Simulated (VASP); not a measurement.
A run of VASP 6.6.1 is set up as follows.

The input INCAR:

```
SYSTEM = OsC3
PREC = Accurate ; ENCUT = 520
EDIFF = 1E-6 ; ISMEAR = 0
SIGMA = 0.1 ; LREAL = .False.
LASPH = .True. ; NELM = 100
ALGO = Normal ; ISIF = 2
LWAVE = .False. ; LCHARG = .True.
GGA = PE ; LELF = .True.
LVHAR = .True. ; NBANDS = 18
```

Contents of KPOINTS:

```
Automatic mesh
0
Gamma
  14 14 14
  0 0 0
```

File POSCAR:

```
OsC3
1.0
    3.2480862702      0.0000000000      0.0000000000
    0.0000000000      3.2480862702      0.0000000000
    0.0000000000      0.0000000000      3.2480862702
Os C
1 3
Direct
    0.0000000000      0.0000000000      0.0000000000
    0.0000000000      0.5000000000      0.5000000000
    0.5000000000      0.0000000000      0.5000000000
    0.5000000000      0.5000000000      0.0000000000
```

Potentials or basis: VASP PAW PBE potentials, release 64 (Os, C).

Launch:

```sh
$ cat potpaw_PBE.64/Os/POTCAR potpaw_PBE.64/C/POTCAR > POTCAR
$ mpirun -np 1 vasp_std > vasp.out
```

Question: What does it give for the pressure?

Answer: 2.1 GPa.

Question: Estimate the band gap on the k mesh.

Answer: Zero (bands 10 and 11 overlap by 2.44 eV).

Caveat: spin-orbit coupling is left out, which moves the levels of the heavy elements.
